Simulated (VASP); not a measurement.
# W (R-3m) in VASP: notebook

Runs on W. Level: PBEsol. Tasks: single point.

All numbers are computed with VASP 6.6.1; they aren't measurements. Logs are shortened: lines on timing, memory, paths and dates and some standing lists are left out, and cuts for length are marked.

### Step 1. The cell of the first run

Symmetry: R-3m, No. 166, trigonal system. Conventional cell: a = 4.628 Å, b = 4.628 Å, c = 2.636 Å, α = 90.00°, β = 90.00°, γ = 120.00°. Within 3.5 Å of W (site symmetry -3m) lie 14 W at 2.64 to 3.20 Å.

### Step 2. Single point, PBEsol

File INCAR:

```
SYSTEM = W
  ALGO = Fast
  EDIFF = 1E-6
  ENCUT = 520
  GGA = PS
  ISIF = 2
  ISMEAR = 0
  LASPH = .TRUE.
  LCHARG = .FALSE.
  LREAL = .FALSE.
  LWAVE = .FALSE.
  NBANDS = 13
  NELM = 100
  PREC = Accurate
  SIGMA = 0.15
```

File KPOINTS:

```
k-points
0
G
  24 24 24
  0 0 0
```

File POSCAR:

```
W
1.0
   -1.6745930955      1.5982272866      1.5982272866
    1.5982272866     -1.6745930955      1.5982272866
    1.5982272866      1.5982272866     -1.6745930955
W
1
Direct
    0.0000000000      0.0000000000      0.0000000000
```

Potentials or basis: VASP PAW PBE potentials, release 64 (W_sv).

Run with:

```bash
cat potpaw_PBE.64/W_sv/POTCAR > POTCAR
mpirun -np 1 vasp_std > vasp.out
```

OUTCAR:

```text
SYSTEM = W
   EDIFF = 1E-6
   ENCUT = 520
   GGA = PS
   ISIF = 2
   ISMEAR = 0
   LASPH = .TRUE.
   LREAL = .FALSE.
   NELM = 100
   PREC = Accurate

 ion  position               nearest neighbor table
   1  0.000  0.000  0.000-

  LATTYP: Found a trigonal (rhomboedric) cell.
 ALAT       =     2.8129918156
 COS(alpha) =    -0.3536531715

  Lattice vectors:

 A1 = (  -1.6745930955,   1.5982272866,   1.5982272866)
 A2 = (   1.5982272866,  -1.6745930955,   1.5982272866)
 A3 = (   1.5982272866,   1.5982272866,  -1.6745930955)

Analysis of symmetry for initial positions (statically):
=====================================================================
 Subroutine PRICEL returns:
 Original cell was already a primitive cell.

 Routine SETGRP: Setting up the symmetry group for a
 trigonal (rhombohedral) supercell.

 Subroutine GETGRP returns: Found 12 space group operations
 (whereof 12 operations were pure point group operations)
 out of a pool of 12 trial point group operations.

The static configuration has the point symmetry D_3d.

Analysis of symmetry for dynamics (positions and initial velocities):
=====================================================================
 Subroutine PRICEL returns:
 Original cell was already a primitive cell.

 Routine SETGRP: Setting up the symmetry group for a
 trigonal (rhombohedral) supercell.

 Subroutine GETGRP returns: Found 12 space group operations
 (whereof 12 operations were pure point group operations)
 out of a pool of 12 trial point group operations.

The dynamic configuration has the point symmetry D_3d.

 Subroutine INISYM returns: Found 12 space group operations
 (whereof 12 operations are pure point group operations),
 and found     1 'primitive' translations

----------------------------------------------------------------------------------------

                                     Primitive cell

  volume of cell :      16.3012

  direct lattice vectors                    reciprocal lattice vectors
    -1.674593095  1.598227287  1.598227287     0.015332101  0.320878963  0.320878963
     1.598227287 -1.674593095  1.598227287     0.320878963  0.015332101  0.320878963
     1.598227287  1.598227287 -1.674593095     0.320878963  0.320878963  0.015332101

  length of vectors
     2.812991816  2.812991816  2.812991816     0.454050318  0.454050318  0.454050318

  position of ions in fractional coordinates (direct lattice)
     0.000000000  0.000000000  0.000000000

  ion indices of the primitive-cell ions
   primitive index   ion index
                 1           1

----------------------------------------------------------------------------------------

 KPOINTS: k-points

Automatic generation of k-mesh.
 Grid dimensions read from file:
 generate k-points for:   24   24   24

 Generating k-lattice:

  Cartesian coordinates                     Fractional coordinates (reciprocal lattice)
     0.000638838  0.013369957  0.013369957     0.041666667  0.000000000  0.000000000
     0.013369957  0.000638838  0.013369957     0.000000000  0.041666667  0.000000000
     0.013369957  0.013369957  0.000638838    -0.000000000 -0.000000000  0.041666667

  Length of vectors
     0.018918763  0.018918763  0.018918763

  Shift w.r.t. Gamma in fractional coordinates (k-lattice)
     0.000000000  0.000000000  0.000000000

 Subroutine IBZKPT returns following result:
 ===========================================

 Found   1313 irreducible k-points:

 Following reciprocal coordinates:
            Coordinates               Weight
  0.000000  0.000000  0.000000      1.000000
  0.041667  0.000000  0.000000      6.000000
  0.083333  0.000000  0.000000      6.000000
  0.125000  0.000000  0.000000      6.000000
  0.166667  0.000000  0.000000      6.000000
  0.208333  0.000000  0.000000      6.000000
[... 16 lines left out ...]
  0.416667  0.041667  0.000000     12.000000
  0.458333  0.041667  0.000000     12.000000
 [... further k-points ...]
   k-points           NKPTS =   1313   k-points in BZ     NKDIM =   1313   number of bands    NBANDS=     13
   number of dos      NEDOS =    301   number of ions     NIONS =      1
   total plane-waves  NPLWV =  13824
   dimension x,y,z NGX =    24 NGY =   24 NGZ =   24
   dimension x,y,z NGXF=    48 NGYF=   48 NGZF=   48
   ions per type =               1
   NGX,Y,Z   is equivalent  to a cutoff of  14.18, 14.18, 14.18 a.u.
   NGXF,Y,Z  is equivalent  to a cutoff of  28.37, 28.37, 28.37 a.u.
 SYSTEM =  W
   PREC   = accura    normal or accurate (medium, high low for compatibility)
   ISTART =      0    job   : 0-new  1-cont  2-samecut
   ICHARG =      2    charge: 1-file 2-atom 10-const
   ISPIN  =      1    spin polarized calculation?
   LNONCOLLINEAR =      F non collinear calculations
   LSORBIT =      F    spin-orbit coupling
   LASPH  =      T    aspherical Exc in radial PAW
   ENCUT  =  520.0 eV  38.22 Ry    6.18 a.u.   5.23  5.23  5.23*2*pi/ulx,y,z
   NELM   =    100;   NELMIN=  2; NELMDL= -5     # of ELM steps
   EDIFF  = 0.1E-05   stopping-criterion for ELM
   LREAL  =      F    real-space projection
   EDIFFG = 0.1E-04   stopping-criterion for IOM
   NSW    =      0    number of steps for IOM
   IBRION =     -1    ionic relax: 0-MD 1-quasi-New 2-CG
   NFREE  =      0    steps in history (QN), initial steepest desc. (CG)
   ISIF   =      2    stress and relaxation
   ISYM   =      2    0-nonsym 1-usesym 2-fastsym
   POTIM  = 0.5000    time-step for ionic-motion
   TEBEG  =    0.0;   TEEND  =   0.0 temperature during run
   PSTRESS=    0.0 pullay stress
   NELECT =      14.0000    total number of electrons
   NUPDOWN=      -1.0000    fix difference up-down
   EMIN   =  10.00;   EMAX   =-10.00  energy-range for DOS
   EFERMI =   0.00;   METHOD = LEGACY
   ISMEAR =     0;   SIGMA  =   0.15  broadening in eV -4-tet -1-fermi 0-gaus
   EFERMI_NEDOS =   21; number of points for ismear=-14 and -15
   IALGO  =     68    algorithm
   IMIX   =      4    mixing-type and parameters
     AMIX     =   0.40;   BMIX     =  1.00
     AMIX_MAG =   1.60;   BMIX_MAG =  1.00
  volume/ion in A,a.u.               =      16.30       110.01
  Fermi-wavevector in a.u.,A,eV,Ry     =   1.556125  2.940649 32.946829  2.421524
  Thomas-Fermi vector in A             =   2.659966
   LORBIT       =      0    0 simple, 1 ext, 2 COOP (PROOUT), +10 PAW based schemes
   GGA     = PS    functional components
   LHFCALC =     F    Hartree Fock is set to
   AEXX    =    0.0000 exact exchange contribution
   IVDW    =     0    specifies the selected vdW correction
   LEPSILON=     F    determine dielectric tensor
   LRPA    =     F    only Hartree local field effects (RPA)
 non-spin polarized calculation
 RMM-DIIS sequential band-by-band and
 Gauss-broadening in eV      SIGMA  =   0.15
  energy-cutoff  :      520.00
  volume of cell :       16.30
 maximum number of plane-waves:       457
 NGX is ok and might be reduce to    24

 number of electron      13.9999999 magnetization

 Free energy of the ion-electron system (eV)
  ---------------------------------------------------
  ext. energy  EPLUGINS =         0.00000000
  ---------------------------------------------------
  free energy    TOTEN  =       -13.73437369 eV

  energy without entropy =      -13.72911781  energy(sigma->0) =      -13.73174575

 E-fermi :  10.9099     XC(G=0): -13.5978

 val. band max:       10.9034996529   @ k =  -0.1250  -0.1667   0.0833
 cond. band min:      10.9112365628   @ k =  -0.3333   0.2917   0.2500
 fundamental gap:      0.0077369098
 Fermi energy:        10.9098822081

 k-point     1 :       0.0000    0.0000    0.0000
  band No.  band energies     occupation
      1     -63.3119      2.00000
      2     -26.9809      2.00000
      3     -26.9809      2.00000
      4     -26.7310      2.00000
      5       1.3867      2.00000
      6       8.8501      2.00000
      7       9.9732      2.00000
      8       9.9732      2.00000
      9      13.2223      0.00000
     10      13.2223      0.00000
     11      24.5026      0.00000
     12      25.8150      0.00000
     13      25.8150      0.00000

 k-point     2 :       0.0417    0.0000    0.0000
  band No.  band energies     occupation
      1     -63.3093      2.00000
      2     -26.9902      2.00000
      3     -26.9804      2.00000
      4     -26.7554      2.00000
      5       1.4738      2.00000
      6       8.9179      2.00000
      7       9.9236      2.00000
      8      10.0057      2.00000
      9      13.0967      0.00000
     10      13.2003      0.00000
     11      24.5990      0.00000
     12      25.9665      0.00000
     13      26.0452      0.00000

 k-point     3 :       0.0833    0.0000    0.0000
  band No.  band energies     occupation
      1     -63.3018      2.00000
      2     -27.0197      2.00000
      3     -26.9790      2.00000
      4     -26.8240      2.00000
      5       1.7297      2.00000
      6       9.1035      2.00000
      7       9.7799      2.00000
      8      10.1095      2.00000
      9      12.7714      0.00000
     10      13.1428      0.00000
     11      24.8706      0.00000
     12      26.4076      0.00000
     13      26.6734      0.00000
[... 305 lines left out ...]
 k-point    23 :       0.4167    0.0417    0.0000
  band No.  band energies     occupation
      1     -63.1651      2.00000
      2     -28.1533      2.00000
      3     -27.3312      2.00000
      4     -26.9608      2.00000
      5       4.9091      2.00000
      6       7.6335      2.00000
      7      11.0223      0.28910
      8      12.7836      0.00000
      9      13.4455      0.00000
     10      16.6158      0.00000
     11      22.3424      0.00000
     12      22.8609      0.00000
     13      27.9391      0.00000

 k-point    24 :       0.4583    0.0417    0.0000
  band No.  band energies     occupation
      1     -63.1609      2.00000
      2     -28.1858      2.00000
      3     -27.3490      2.00000
      4     -26.9611      2.00000
      5       4.8835      2.00000
      6       7.5688      2.00000
      7      11.5774      0.00000
      8      12.6562      0.00000
      9      13.5493      0.00000
     10      16.9895      0.00000
     11      22.1113      0.00000
     12      22.4352      0.00000
     13      27.2693      0.00000

 [... further k-points ...]
[... 5 lines left out ...]
  --------------------------------------------------------------------------------------
  -------------------------------------------------------------------------------------
  Total       -0.9756951     -0.9756951     -0.9756951      0.7891999      0.7891999      0.7891999
  in kB      -95.8970453    -95.8970453    -95.8970453     77.5671997     77.5671997     77.5671997
  external PRESSURE =     -95.8970453 kB  Pullay stress =       0.0000000 kB

 VOLUME and BASIS-vectors are now :
 -----------------------------------------------------------------------------
  energy-cutoff  :      520.00
  volume of cell :       16.30
      direct lattice vectors                 reciprocal lattice vectors
    -1.674593095  1.598227287  1.598227287     0.015332101  0.320878963  0.320878963
     1.598227287 -1.674593095  1.598227287     0.320878963  0.015332101  0.320878963
     1.598227287  1.598227287 -1.674593095     0.320878963  0.320878963  0.015332101

 POSITION                                       TOTAL-FORCE (eV/Angst)
 -----------------------------------------------------------------------------------
      0.00000      0.00000      0.00000        -0.000000     -0.000000     -0.000000
 -----------------------------------------------------------------------------------
    total drift:                               -0.000000      0.000000      0.000000

  FREE ENERGIE OF THE ION-ELECTRON SYSTEM (eV)
  ---------------------------------------------------
  free  energy   TOTEN  =       -13.7343736872 eV

  energy  without entropy=      -13.7291178061  energy(sigma->0) =      -13.73174575
```

Run time: 82 s. Hardware: 1 thread of Intel Xeon 6975P-C (Granite Rapids), shared host; peak memory 0.37 GiB.

Results:

```
Free energy            : -13.7344 eV
Pressure               : -9.6 GPa
Band gap on the k mesh : zero (band 7 reaches 15.34 eV, above the bottom of band 8 at 9.82 eV)
```

Stress tensor (GPa, compression positive):
```
-9.59  7.76  7.76
 7.76 -9.59  7.76
 7.76  7.76 -9.59
```

Caveat: the PAW data sets were made with another functional, which shifts forces and pressure a little; spin-orbit coupling is left out, which moves the levels of the heavy elements.

### Step 3. Single point, PBEsol

This run uses another cell than the first one, of the same volume but with other edges.

Changes to INCAR since step 2:

```diff
@@ -12,3 +12,3 @@
   NBANDS = 13
-  NELM = 100
+  NELM = 80
   PREC = Accurate
```

KPOINTS is that of step 2.

File POSCAR:

```
W
1.0
   -1.5153286575      1.5983603647      1.5983603647
    1.5983603647     -1.5153286575      1.5983603647
    1.5983603647      1.5983603647     -1.5153286575
W
1
Direct
    0.0000000000      0.0000000000      0.0000000000
```

Potentials or basis: VASP PAW PBE potentials, release 64 (W_sv).

Run with:

```bash
cat potpaw_PBE.64/W_sv/POTCAR > POTCAR
mpirun -np 1 vasp_std > vasp.out
```

It took 75 s on 1 thread of Intel Xeon 6975P-C (Granite Rapids), shared host; peak memory 0.34 GiB.

It converged, with:

```yaml
Free_energy: -13.7403 eV
Pressure: -9.7 GPa
Band_gap_on_the_k_mesh: zero (band 7 reaches 14.63 eV, above the bottom of band 8 at 10.04 eV)
```

Stress tensor (GPa, compression positive):
```
-9.69 -5.89 -5.89
-5.89 -9.69 -5.89
-5.89 -5.89 -9.69
```

Levels at points of the mesh, in eV from the Fermi level:
```csv
k point,band 3,band 4,band 5,band 6,band 7,band 8,band 9,band 10,band 11,band 12
"(0.00, 0.00, 0.00)",-37.76,-37.76,-9.54,-1.78,-1.78,-0.37,2.27,2.27,14.01,14.01
"(0.50, 0.00, 0.00)",-38.12,-37.77,-6.20,-3.62,0.18,2.35,3.26,5.32,10.17,11.80
"(0.50, 0.50, 0.00)",-38.33,-37.84,-6.12,-3.44,0.99,1.80,2.56,6.22,10.86,11.23
"(0.50, 0.50, 0.50)",-38.74,-38.53,-5.68,-5.68,3.71,5.49,5.49,7.50,8.31,8.31
```

Caveat: the PAW data sets were made with another functional, which shifts forces and pressure a little; spin-orbit coupling is left out, which moves the levels of the heavy elements.
